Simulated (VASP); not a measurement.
Wanted: the native input for a VASP 6.6.1 run.

* Task: single point
* Functional: PBEsol
* Potentials or basis: VASP PAW PBE potentials, release 64 (Ti_sv, H)
* Cutoff: 500 eV
* k mesh: 18 × 18 × 18
* Occupations: fermi-dirac, width 0.1 eV
* Spin: no spin polarisation
* Dipole correction: no
* Further INCAR settings: ALGO = Normal; EDIFF = 1e-06; NBANDS = 14

The structure of TiH lies in POSCAR:

```
TiH
1.0
    0.0000000000      1.9983246848      1.9983246848
    1.9983246848      0.0000000000      1.9983246848
    1.9983246848      1.9983246848      0.0000000000
Ti H
1 1
Direct
    0.0000000000      0.0000000000      0.0000000000
    0.5000000000      0.5000000000      0.5000000000
```

The input as run:

INCAR

```
ALGO = Normal ; EDIFF = 1E-6
ENCUT = 500 ; GGA = PS
GGA_COMPAT = False ; ISIF = 2
ISMEAR = -1 ; LASPH = True
LCHARG = True ; LELF = True
LREAL = False ; LVHAR = True
LWAVE = False ; NBANDS = 14
NELM = 120 ; PREC = Accurate
SIGMA = 0.1
```

KPOINTS

```
k-points
0
Gamma
  18 18 18
```

Potentials or basis: VASP PAW PBE potentials, release 64 (Ti_sv, H).

Run with:

```bash
$ cat potpaw_PBE.64/Ti_sv/POTCAR potpaw_PBE.64/H/POTCAR > POTCAR
$ mpirun -np 1 vasp_std > vasp.out
```

It gave:

The pressure is 19.7 GPa and the band gap on the k mesh is zero (an odd number of electrons rules out a gap without spin polarisation).

Caveat: the cell stands under pressure; the PAW data sets were made with another functional, which shifts forces and pressure a little; an odd number of electrons without spin polarisation forces a metal; a magnetic or distorted state may lie lower.

Run time: 20 s on 1 thread of Intel(R) Xeon(R) Platinum 8488C (Sapphire Rapids), with other jobs on the host, peak memory 0.16 GiB.
